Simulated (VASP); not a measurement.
# Bi2Se3 (R-3m) in VASP: further runs

Runs on Bi2Se3. Level: r2SCAN. Tasks: single point.

Program: VASP 6.6.1. These are calculated values, not measurements. Logs are shortened: lines on timing, memory, paths and dates and some standing lists are left out, and cuts for length are marked.

**1. The cell of the first run**

The structure is trigonal, space group R-3m (No. 166). Conventional cell: a = 4.163 Å, b = 4.163 Å, c = 30.176 Å, α = 90.00°, β = 90.00°, γ = 120.00°. Within 3.8 Å of Bi (site symmetry 3m) lie 6 Se at 2.86 to 3.09 Å. Within 4.3 Å of Se (site symmetry -3m) lie 6 Bi at 3.09 Å and 12 Se at 4.16 to 4.24 Å. Se (site symmetry 3m) has 3 Bi at 2.86 Å and 3 Se at 3.90 Å within 4.0 Å.

**2. Single point, r2SCAN**

File POSCAR:

```
Bi2Se3
1.0
    2.0813660530      1.2016772510     10.0585863649
   -2.0813660530      1.2016772510     10.0585863649
    0.0000000000     -2.4033545019     10.0585863649
Bi Se
2 3
Direct
    0.3976683330      0.3976683330      0.3976683330
    0.6023316670      0.6023316670      0.6023316670
    0.0000000000      0.0000000000      0.0000000000
    0.2176337355      0.2176337355      0.2176337355
    0.7823662645      0.7823662645      0.7823662645
```

File INCAR.step1:

```
PREC = Accurate ; ENCUT = 520
ISMEAR = 0 ; SIGMA = 0.02
LREAL = F ; LASPH = T
NELM = 80 ; NBANDS = 32
GGA = PE ; ALGO = Normal
EDIFF = 1E-4 ; LWAVE = T
LCHARG = F
```

File INCAR.step2:

```
PREC = Accurate ; ENCUT = 520
EDIFF = 1E-6 ; ISMEAR = 0
SIGMA = 0.02 ; LREAL = F
LASPH = T ; NELM = 80
ALGO = Normal ; ISIF = 2
LWAVE = F ; LCHARG = F
METAGGA = R2SCAN ; LMIXTAU = T
NBANDS = 32 ; ISTART = 1
```

File KPOINTS:

```
regular mesh
0
Gamma
  6 6 6
```

Potentials or basis: VASP PAW PBE potentials, release 64 (Bi_d, Se).

Run with:

```
> cat potpaw_PBE.64/Bi_d/POTCAR potpaw_PBE.64/Se/POTCAR > POTCAR
> cp INCAR.step1 INCAR
> mpirun -np 1 vasp_std > vasp.out
> cp INCAR.step2 INCAR
> mpirun -np 1 vasp_std > vasp.out
```

OUTCAR:

```text
PREC = Accurate
   ENCUT = 520
   EDIFF = 1E-6
   ISMEAR = 0
   LREAL = F
   LASPH = T
   NELM = 80
   ISIF = 2
   METAGGA = R2SCAN
   ISTART = 1

 ion  position               nearest neighbor table
   1  0.398  0.398  0.398-   5 2.86   5 2.86   5 2.86   3 3.09   3 3.09   3 3.09
   2  0.602  0.602  0.602-   4 2.86   4 2.86   4 2.86   3 3.09   3 3.09   3 3.09
   3  0.000  0.000  0.000-   2 3.09   1 3.09   2 3.09   2 3.09   1 3.09   1 3.09
   4  0.218  0.218  0.218-   2 2.86   2 2.86   2 2.86
   5  0.782  0.782  0.782-   1 2.86   1 2.86   1 2.86

  LATTYP: Found a trigonal (rhomboedric) cell.
 ALAT       =    10.3417248330
 COS(alpha) =     0.9189895633

  Lattice vectors:

 A1 = (   2.0813660530,   1.2016772510,  10.0585863649)
 A2 = (  -2.0813660530,   1.2016772510,  10.0585863649)
 A3 = (   0.0000000000,  -2.4033545019,  10.0585863649)

Analysis of symmetry for initial positions (statically):
=====================================================================
 Subroutine PRICEL returns:
 Original cell was already a primitive cell.

 Routine SETGRP: Setting up the symmetry group for a
 trigonal (rhombohedral) supercell.

 Subroutine GETGRP returns: Found 12 space group operations
 (whereof 12 operations were pure point group operations)
 out of a pool of 12 trial point group operations.

The static configuration has the point symmetry D_3d.

Analysis of symmetry for dynamics (positions and initial velocities):
=====================================================================
 Subroutine PRICEL returns:
 Original cell was already a primitive cell.

 Routine SETGRP: Setting up the symmetry group for a
 trigonal (rhombohedral) supercell.

 Subroutine GETGRP returns: Found 12 space group operations
 (whereof 12 operations were pure point group operations)
 out of a pool of 12 trial point group operations.

The dynamic configuration has the point symmetry D_3d.

 Subroutine INISYM returns: Found 12 space group operations
 (whereof 12 operations are pure point group operations),
 and found     1 'primitive' translations

----------------------------------------------------------------------------------------

                                     Primitive cell

  volume of cell :     150.9470

  direct lattice vectors                    reciprocal lattice vectors
     2.081366053  1.201677251 10.058586365     0.240226845  0.138695034  0.033139183
    -2.081366053  1.201677251 10.058586365    -0.240226845  0.138695034  0.033139183
     0.000000000 -2.403354502 10.058586365     0.000000000 -0.277390067  0.033139183

  length of vectors
    10.341724833 10.341724833 10.341724833     0.279362587  0.279362587  0.279362587

  position of ions in fractional coordinates (direct lattice)
     0.397668333  0.397668333  0.397668333
     0.602331667  0.602331667  0.602331667
     0.000000000  0.000000000  0.000000000
     0.217633736  0.217633736  0.217633736
     0.782366264  0.782366264  0.782366264

  ion indices of the primitive-cell ions
   primitive index   ion index
                 1           1
                 2           2
                 3           3
                 4           4
                 5           5

----------------------------------------------------------------------------------------

 KPOINTS: regular mesh

Automatic generation of k-mesh.
 Grid dimensions read from file:
 generate k-points for:    6    6    6

 Generating k-lattice:

  Cartesian coordinates                     Fractional coordinates (reciprocal lattice)
     0.040037807  0.023115839  0.005523197     0.166666667  0.000000000  0.000000000
    -0.040037807  0.023115839  0.005523197     0.000000000  0.166666667  0.000000000
     0.000000000 -0.046231678  0.005523197     0.000000000  0.000000000  0.166666667

  Length of vectors
     0.046560431  0.046560431  0.046560431

  Shift w.r.t. Gamma in fractional coordinates (k-lattice)
     0.000000000  0.000000000  0.000000000

 Subroutine IBZKPT returns following result:
 ===========================================

 Found     32 irreducible k-points:

 Following reciprocal coordinates:
            Coordinates               Weight
  0.000000  0.000000  0.000000      1.000000
  0.166667  0.000000 -0.000000      6.000000
  0.333333  0.000000  0.000000      6.000000
  0.500000  0.000000  0.000000      3.000000
  0.166667  0.166667 -0.000000      6.000000
  0.333333  0.166667  0.000000     12.000000
[... 16 lines left out ...]
  0.500000  0.500000  0.166667      6.000000
 -0.333333  0.500000  0.166667     12.000000
 [... further k-points ...]
   k-points           NKPTS =     32   k-points in BZ     NKDIM =     32   number of bands    NBANDS=     32
   number of dos      NEDOS =    301   number of ions     NIONS =      5
   total plane-waves  NPLWV = 512000
   dimension x,y,z NGX =    80 NGY =   80 NGZ =   80
   dimension x,y,z NGXF=   160 NGYF=  160 NGZF=  160
   ions per type =               2   3
   NGX,Y,Z   is equivalent  to a cutoff of  12.86, 12.86, 12.86 a.u.
   NGXF,Y,Z  is equivalent  to a cutoff of  25.72, 25.72, 25.72 a.u.
 SYSTEM =  unknown system
   PREC   = accura    normal or accurate (medium, high low for compatibility)
   ISTART =      1    job   : 0-new  1-cont  2-samecut
   ICHARG =      0    charge: 1-file 2-atom 10-const
   ISPIN  =      1    spin polarized calculation?
   LNONCOLLINEAR =      F non collinear calculations
   LSORBIT =      F    spin-orbit coupling
   LASPH  =      T    aspherical Exc in radial PAW
   ENCUT  =  520.0 eV  38.22 Ry    6.18 a.u.  19.23 19.23 19.23*2*pi/ulx,y,z
   NELM   =     80;   NELMIN=  2; NELMDL=  0     # of ELM steps
   EDIFF  = 0.1E-05   stopping-criterion for ELM
   LREAL  =      F    real-space projection
   EDIFFG = 0.1E-04   stopping-criterion for IOM
   NSW    =      0    number of steps for IOM
   IBRION =     -1    ionic relax: 0-MD 1-quasi-New 2-CG
   NFREE  =      0    steps in history (QN), initial steepest desc. (CG)
   ISIF   =      2    stress and relaxation
   ISYM   =      2    0-nonsym 1-usesym 2-fastsym
   POTIM  = 0.5000    time-step for ionic-motion
   TEBEG  =    0.0;   TEEND  =   0.0 temperature during run
   PSTRESS=    0.0 pullay stress
   NELECT =      48.0000    total number of electrons
   NUPDOWN=      -1.0000    fix difference up-down
   EMIN   =  10.00;   EMAX   =-10.00  energy-range for DOS
   EFERMI =   0.00;   METHOD = LEGACY
   ISMEAR =     0;   SIGMA  =   0.02  broadening in eV -4-tet -1-fermi 0-gaus
   EFERMI_NEDOS =   21; number of points for ismear=-14 and -15
   IALGO  =     38    algorithm
   IMIX   =      4    mixing-type and parameters
     AMIX     =   0.40;   BMIX     =  1.00
     AMIX_MAG =   1.60;   BMIX_MAG =  1.00
  volume/ion in A,a.u.               =      30.19       203.73
  Fermi-wavevector in a.u.,A,eV,Ry     =   1.117413  2.111604 16.988397  1.248612
  Thomas-Fermi vector in A             =   2.254036
   LORBIT       =      0    0 simple, 1 ext, 2 COOP (PROOUT), +10 PAW based schemes
   METAGGA = R2SCAN    functional components
   LHFCALC =     F    Hartree Fock is set to
   AEXX    =    0.0000 exact exchange contribution
   IVDW    =     0    specifies the selected vdW correction
   LEPSILON=     F    determine dielectric tensor
   LRPA    =     F    only Hartree local field effects (RPA)
 non-spin polarized calculation
 Gauss-broadening in eV      SIGMA  =   0.02
  energy-cutoff  :      520.00
  volume of cell :      150.95
 maximum number of plane-waves:      4118
 NGX is ok and might be reduce to    80
   NGX = 39   NGY = 39   NGZ = 39

 number of electron      48.0000005 magnetization

 Free energy of the ion-electron system (eV)
  ---------------------------------------------------
  ext. energy  EPLUGINS =         0.00000000
  ---------------------------------------------------
  free energy    TOTEN  =      -162.07186654 eV

  energy without entropy =     -162.07186654  energy(sigma->0) =     -162.07186654

 E-fermi :   3.9343     XC(G=0):  -9.6778

 val. band max:        3.8244408734   @ k =   0.0000   0.0000   0.0000
 cond. band min:       4.6415068251   @ k =   0.0000   0.0000   0.0000
 fundamental gap:      0.8170659517
 Fermi energy:         3.9343130722

 k-point     1 :       0.0000    0.0000    0.0000
  band No.  band energies     occupation
      1     -19.7556      2.00000
      2     -19.7556      2.00000
      3     -19.7536      2.00000
      4     -19.7536      2.00000
      5     -19.7447      2.00000
      6     -19.7423      2.00000
[... 24 lines left out ...]
     31      10.4999      0.00000
     32      11.3608      0.00000

 k-point     2 :       0.1667    0.0000   -0.0000
  band No.  band energies     occupation
      1     -19.7605      2.00000
      2     -19.7576      2.00000
      3     -19.7501      2.00000
      4     -19.7481      2.00000
      5     -19.7413      2.00000
      6     -19.7388      2.00000
[... 24 lines left out ...]
     31       9.8524      0.00000
     32      10.7308      0.00000

 k-point     3 :       0.3333    0.0000    0.0000
  band No.  band energies     occupation
      1     -19.7720      2.00000
      2     -19.7672      2.00000
      3     -19.7446      2.00000
      4     -19.7444      2.00000
      5     -19.7412      2.00000
      6     -19.7402      2.00000
[... 24 lines left out ...]
     31       8.9280      0.00000
     32      11.2066      0.00000

 k-point     4 :       0.5000    0.0000    0.0000
  band No.  band energies     occupation
      1     -19.7783      2.00000
      2     -19.7725      2.00000
      3     -19.7470      2.00000
      4     -19.7444      2.00000
      5     -19.7425      2.00000
      6     -19.7399      2.00000
[... 654 lines left out ...]
     31       9.2685      0.00000
     32      11.4395      0.00000

 k-point    23 :       0.5000    0.5000    0.1667
  band No.  band energies     occupation
      1     -19.7720      2.00000
      2     -19.7673      2.00000
      3     -19.7446      2.00000
      4     -19.7444      2.00000
      5     -19.7411      2.00000
      6     -19.7402      2.00000
[... 24 lines left out ...]
     31       8.9690      0.00000
     32      10.8735      0.00000

 k-point    24 :      -0.3333    0.5000    0.1667
  band No.  band energies     occupation
      1     -19.7714      2.00000
      2     -19.7671      2.00000
      3     -19.7490      2.00000
      4     -19.7437      2.00000
      5     -19.7423      2.00000
      6     -19.7389      2.00000
[... 24 lines left out ...]
     31       9.3371      0.00000
     32      11.0037      0.00000

 [... further k-points ...]

------------------------ aborting loop because EDIFF is reached ----------------------------------------

  FORCE on cell =-STRESS in cart. coord.  units (eV):
  Direction    XX          YY          ZZ          XY          YZ          ZX
  --------------------------------------------------------------------------------------
  -------------------------------------------------------------------------------------
  Total        0.0073942      0.0073942      0.0137414      0.0000000      0.0000000      0.0000000
  in kB        0.0784836      0.0784836      0.1458536      0.0000000      0.0000000      0.0000000
  external PRESSURE =       0.1009403 kB  Pullay stress =       0.0000000 kB

 VOLUME and BASIS-vectors are now :
 -----------------------------------------------------------------------------
  energy-cutoff  :      520.00
  volume of cell :      150.95
      direct lattice vectors                 reciprocal lattice vectors
     2.081366053  1.201677251 10.058586365     0.240226845  0.138695034  0.033139183
    -2.081366053  1.201677251 10.058586365    -0.240226845  0.138695034  0.033139183
     0.000000000 -2.403354502 10.058586365     0.000000000 -0.277390067  0.033139183

 POSITION                                       TOTAL-FORCE (eV/Angst)
 -----------------------------------------------------------------------------------
      0.00000      0.00000     11.99994         0.000000     -0.000000     -0.009652
      0.00000      0.00000     18.17582         0.000000      0.000000      0.009652
      0.00000      0.00000      0.00000        -0.000000      0.000000      0.000000
      0.00000      0.00000      6.56726         0.000000     -0.000000     -0.013753
      0.00000      0.00000     23.60850         0.000000      0.000000      0.013753
 -----------------------------------------------------------------------------------
    total drift:                               -0.000000     -0.000000     -0.000000

  FREE ENERGIE OF THE ION-ELECTRON SYSTEM (eV)
  ---------------------------------------------------
  free  energy   TOTEN  =      -162.0718665431 eV

  energy  without entropy=     -162.0718665431  energy(sigma->0) =     -162.07186654
```

Run time: 32 min. Hardware: 1 thread of Intel Xeon 6975P-C (Granite Rapids), shared host; peak memory 1.1 GiB.

Results:

```yaml
Free_energy: -162.0719 eV
Pressure: 0.0 GPa
Largest_force: 0.014 eV/Å
Band_gap_on_the_k_mesh: 0.82 eV
```

Forces in eV/Å, atoms in the order of the input:
```
Bi   0.000  0.000 -0.010
Bi   0.000  0.000  0.010
Se   0.000  0.000  0.000
Se   0.000  0.000 -0.014
Se   0.000  0.000  0.014
```

Caveat: the PAW data sets were made with another functional, which shifts forces and pressure a little; spin-orbit coupling is left out, which moves the levels of the heavy elements. A k mesh can miss the band edges.

**3. Single point, r2SCAN**

This run uses another cell than the first one, of 30.36 Å³/atom.

File POSCAR:

```
Bi2Se3
1.0
    2.0956832629      1.2099432960      9.9762290674
   -2.0956832629      1.2099432960      9.9762290674
    0.0000000000     -2.4198865920      9.9762290674
Bi Se
2 3
Direct
    0.3984350000      0.3984350000      0.3984350000
    0.6015650000      0.6015650000      0.6015650000
    0.0000000000      0.0000000000      0.0000000000
    0.2157150000      0.2157150000      0.2157150000
    0.7842850000      0.7842850000      0.7842850000
```

File INCAR.step1:

```
SYSTEM = Bi2Se3
ALGO     = Normal         ! electronic algorithm
EDIFF    = 1E-4           ! SCF threshold, eV
ENCUT    = 520            ! plane-wave cutoff, eV
GGA      = PE             ! functional
ISMEAR   = 0              ! smearing method
LASPH    = .True.         ! aspherical terms in the spheres
LCHARG   = .False.        ! write CHGCAR
LREAL    = .False.        ! projectors in reciprocal space
LWAVE    = .True.         ! write WAVECAR
NBANDS   = 32             ! bands
NELM     = 100            ! most SCF steps
PREC     = Accurate       ! precision mode
SIGMA    = 0.1            ! smearing width, eV
```

File INCAR.step2:

```
SYSTEM = Bi2Se3
ALGO     = Normal         ! electronic algorithm
EDIFF    = 1E-7           ! SCF threshold, eV
ENCUT    = 520            ! plane-wave cutoff, eV
ISIF     = 2              ! what is computed and relaxed
ISMEAR   = 0              ! smearing method
ISTART   = 1            
LASPH    = .True.         ! aspherical terms in the spheres
LCHARG   = .True.         ! write CHGCAR
LELF     = .True.         ! ELF
LMIXTAU  = .True.       
LREAL    = .False.        ! projectors in reciprocal space
LVHAR    = .True.       
LWAVE    = .False.        ! write WAVECAR
METAGGA  = R2SCAN         ! meta-GGA
NBANDS   = 32             ! bands
NELM     = 100            ! most SCF steps
PREC     = Accurate       ! precision mode
SIGMA    = 0.1            ! smearing width, eV
```

File KPOINTS:

```
k-points
0
Gamma
  6 6 6
  0 0 0
```

Potentials or basis: VASP PAW PBE potentials, release 64 (Bi_d, Se).

Run with:

```
> cat potpaw_PBE.64/Bi_d/POTCAR potpaw_PBE.64/Se/POTCAR > POTCAR
> cp INCAR.step1 INCAR
> mpirun -np 1 vasp_std > vasp.out
> cp INCAR.step2 INCAR
> mpirun -np 1 vasp_std > vasp.out
```

It took 42 min on 1 thread of Intel Xeon 6975P-C (Granite Rapids), shared host; peak memory 1.1 GiB.

The run converged. Its results:

```yaml
Free_energy: -162.0578 eV
Pressure: -1.2 GPa
Largest_force: 0.241 eV/Å
Band_gap_on_the_k_mesh: 0.71 eV
```

Forces on the atoms (eV/Å):
```
Bi   0.000  0.000  0.126
Bi   0.000  0.000 -0.126
Se   0.000  0.000  0.000
Se   0.000  0.000  0.241
Se   0.000  0.000 -0.241
```

Stress tensor (GPa, compression positive):
```
-1.21  0.00  0.00
 0.00 -1.21  0.00
 0.00  0.00 -1.11
```

Levels at points of the mesh, in eV from the valence-band top:
```
           k point  band 21  band 22  band 23  band 24  band 25  band 26  band 27  band 28
(0.00, 0.00, 0.00)    -1.59    -1.06    -1.06     0.00     0.71     1.83     1.83     2.52
(0.50, 0.00, 0.00)    -2.56    -1.73    -1.13    -0.53     1.36     2.42     3.31     3.43
(0.50, 0.50, 0.00)    -1.76    -1.51    -1.36    -0.94     1.76     2.39     2.83     3.39
(0.50, 0.50, 0.50)    -1.22    -1.16    -1.16    -0.32     0.93     2.00     2.00     2.45
```

Caveat: the PAW data sets were made with another functional, which shifts forces and pressure a little; spin-orbit coupling is left out, which moves the levels of the heavy elements. A k mesh can miss the band edges.
